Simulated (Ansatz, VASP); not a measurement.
# Co in VASP and in Ansatz

```
Co
1.0
     0.00000    1.76011    1.76011
     1.76011    0.00000    1.76011
     1.76011    1.76011    0.00000
Co
1
Direct
  0.00000 0.00000 0.00000
```

Alike in both runs: functional PBE; k mesh 20 × 20 × 20; occupations gaussian, width 0.1 eV; collinear spin.

Ansatz relaxed the structure, and its values are those at the end. VASP's run is a single point on that final structure, the one shown.

```csv
,VASP,Ansatz
version,VASP 6.6.1,Ansatz 0.2.0
potentials or method,"VASP PAW PBE potentials, release 64 (Co), cutoff 520 eV","scalar-relativistic, plane waves, PAW"
valence electrons in the cell,9,17
```

|  | VASP | Ansatz | Ansatz less VASP |
| --- | --- | --- | --- |
| gap on the k mesh at the Fermi level (eV) | none | none | - |
| pressure (GPa) | -0.7 | 0.0 | +0.72 |
| net moment per atom (μB) | 1.64 | 1.64 | +0.009 |
| size of the moment on the site where the two differ most (μB) | 1.65 | 1.71 | +0.059 |

Site moments also hang on the region over which each program counts them. A gap of «none» marks a metal or a gap that the smearing closes. VASP's potentials hold 9 valence electrons a cell and Ansatz's 17, so a difference there can come from the potentials and not from the codes.
